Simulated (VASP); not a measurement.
Crystal: C.

```xyz
2
Lattice="0.0000 1.9446 1.6731 1.6797 0.0000 1.6731 1.6797 1.9446 0.0000" Properties=species:S:1:pos:R:3 pbc="T T T"
C     1.6797    1.9446    1.6731
C     2.5195    2.9168    2.5096
```

This cell differs from its parent crystal: strain +e along x and -e along y -0.0750, strain +e along z and -e/2 along x and y -0.0525.

Base run:

* Program: VASP 6.6.1
* Functional: LDA
* Potentials or basis: VASP PAW LDA potentials, release 64 (C_h)
* Cutoff: 910 eV
* k mesh: 12 × 12 × 12
* Occupations: gaussian, width 0.05 eV
* Spin: no spin polarisation

Its results: band gap on the k mesh 2.25 eV, indirect (least direct gap 4.31 eV); pressure 4.9 GPa.

The run is repeated on the same cell with these changes: potentials or basis from VASP PAW LDA potentials, release 64 (C_h) to VASP PAW LDA potentials, release 64 (C); cutoff from 910 eV to 520 eV; further incar settings from ALGO = Normal; EDIFF = 1e-06; NBANDS = 11 to ALGO = Normal; EDIFF = 1e-07; NBANDS = 11. What comes out?

Band gap on the k mesh 2.25 eV, indirect (least direct gap 4.31 eV); pressure 5.8 GPa.

Caveats: the cutoff is under 1.25 times the usual one of these potentials, so pressure, stress and relaxed cells hold a basis-set (Pulay) error (some runs).

A k mesh can miss the band edges.
